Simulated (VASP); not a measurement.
Input of a VASP 6.6.1 run:

The input INCAR:

```
SYSTEM = WS2
  PREC = Accurate
  ENCUT = 520
  EDIFF = 1E-6
  ISMEAR = 0
  SIGMA = 0.02
  LREAL = .False.
  LASPH = .True.
  NELM = 100
  ALGO = Normal
  ISIF = 2
  LWAVE = .False.
  LCHARG = .False.
  GGA = PS
  IVDW = 12
  NBANDS = 35
```

Contents of KPOINTS:

```
regular mesh
0
Gamma
  12 12 4
  0 0 0
```

The input POSCAR:

```
WS2
1.0
    3.0522995749      0.0000000000      0.0000000000
   -1.5261497875      2.6433689718      0.0000000000
    0.0000000000      0.0000000000     11.8509942509
W S
2 4
Direct
    0.3333333333      0.6666666667      0.7500000000
    0.6666666667      0.3333333333      0.2500000000
    0.3333333333      0.6666666667      0.1153261303
    0.6666666667      0.3333333333      0.6153261303
    0.3333333333      0.6666666667      0.3846738697
    0.6666666667      0.3333333333      0.8846738697
```

Potentials or basis: VASP PAW PBE potentials, release 64 (W_sv, S).

Command:

```sh
$ cat potpaw_PBE.64/W_sv/POTCAR potpaw_PBE.64/S/POTCAR > POTCAR
$ mpirun -np 1 vasp_std > vasp.out
```

(1) What does it give for the pressure?

(2) Predict the dispersion energy per atom.

Results:

(1) 4.9 GPa.

(2) -0.431 eV.

Caveat: the PAW data sets were made with another functional, which shifts forces and pressure a little.
